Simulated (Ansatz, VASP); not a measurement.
N in VASP and in Ansatz

Contents of INCAR:

```
  ALGO = Normal
  EDIFF = 1E-7
  ENCUT = 520
  GGA = PE
  ISIF = 2
  ISMEAR = 0
  IVDW = 12
  LASPH = T
  LCHARG = F
  LREAL = F
  LWAVE = F
  NBANDS = 30
  NELM = 100
  PREC = Accurate
  SIGMA = 0.05
```

KPOINTS

```
k-points
0
Gamma
  7 7 2
```

The input POSCAR:

```
N
1.0
   -3.8165516810      0.0000000000      0.0000000000
   -1.9082758405     -3.3052307106      0.0000000000
   -1.5266206724      0.0000000000     14.8290392674
N
8
Direct
   -0.0315312535      0.3333333333      0.9121614671
    0.1684687465      0.3333333333      0.4121614671
   -0.0018020798      0.3333333333      0.8378385329
    0.1981979202      0.3333333333      0.3378385329
    0.6018020798      0.6666666667      0.1621614671
    0.4018020798      0.6666666667      0.6621614671
    0.6315312535      0.6666666667      0.0878385329
    0.4315312535      0.6666666667      0.5878385329
```

Input for Ansatz:

```yaml
crystal:
  lattice:
    - [-3.816551681, 0.0, 0.0]
    - [-1.9082758405, -3.3052307106, 0.0]
    - [-1.5266206724, 0.0, 14.8290392674]
  atoms:
    - { symbol: "N", position: [-0.0315312535, 0.3333333333, 0.9121614671] }
    - { symbol: "N", position: [0.1684687465, 0.3333333333, 0.4121614671] }
    - { symbol: "N", position: [-0.0018020798, 0.3333333333, 0.8378385329] }
    - { symbol: "N", position: [0.1981979202, 0.3333333333, 0.3378385329] }
    - { symbol: "N", position: [0.6018020798, 0.6666666667, 0.1621614671] }
    - { symbol: "N", position: [0.4018020798, 0.6666666667, 0.6621614671] }
    - { symbol: "N", position: [0.6315312535, 0.6666666667, 0.0878385329] }
    - { symbol: "N", position: [0.4315312535, 0.6666666667, 0.5878385329] }
basis:
  ecutwfc: 420
kpoints:
  mp_grid: { grid: [7, 7, 2] }
hamiltonian:
  xc: pbe
  dispersion: d3bj
scf:
  occupations: { method: gaussian, width: 0.05 }
output:
  forces: true
  stress: true
  eigenvalues: true
```

Alike in both runs: task single point; functional PBE; dispersion D3(BJ); k mesh 7 × 7 × 2; occupations gaussian, width 0.05 eV; no spin polarisation.

```csv
,VASP,Ansatz
version,VASP 6.6.1,Ansatz 0.2.0
potentials or method,"VASP PAW PBE potentials, release 64 (N), cutoff 520 eV","scalar-relativistic, plane waves, PAW"
valence electrons in the cell,40,40
```

```csv
,VASP,Ansatz,Ansatz less VASP
gap on the k mesh at the Fermi level (eV),6.93,6.97,+0.044
least direct gap on the mesh (eV),6.93,6.98,+0.044
pressure (GPa),2.2,0.2,-1.97
"traceless stress, the component that is largest in VASP (GPa)",4.68,0.36,-4.319
rms of the force components (eV/Å),0.989,0.070,-0.9185
```

Atom by atom the forces differ by 1.007 eV/Å (rms over components).

Noted on VASP's run: the standard files for N, O and F lose accuracy on very short bonds.
